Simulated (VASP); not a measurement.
Runs of VASP 6.6.1 on Ga. The structure is that of space group P6_3/mmc (No. 194), or close to it. The cells are those of the table. 

```csv
cell,k mesh,gap on the mesh (eV),pressure (GPa)
"a = 3.033, b = 3.033, c = 9.904 Å, angles 90.0, 90.0, 120.0°, 4 atoms",14 × 14 × 4,none,-1.6
"a = 3.072, b = 3.072, c = 10.030 Å, angles 90.0, 90.0, 120.0°, 4 atoms",14 × 14 × 4,none,-3.0
"a = 3.109, b = 3.109, c = 10.152 Å, angles 90.0, 90.0, 120.0°, 4 atoms",14 × 14 × 4,none,(a)
"a = 2.994, b = 2.994, c = 9.776 Å, angles 90.0, 90.0, 120.0°, 4 atoms",16 × 16 × 5,none,0.1
```

Alike in all rows: task single point; level PBE; potentials or basis VASP PAW PBE potentials, release 64 (Ga_d); no spin polarisation; cutoff (eV) 520; smearing fermi-dirac 0.1 eV.

**Question.** Estimate the missing entries.

**Answer.** (a) -4.1.

A k mesh can miss the band edges, and the runs leave out spin-orbit coupling on Ga.

A gap of «none» marks levels without a gap at the run's occupations.
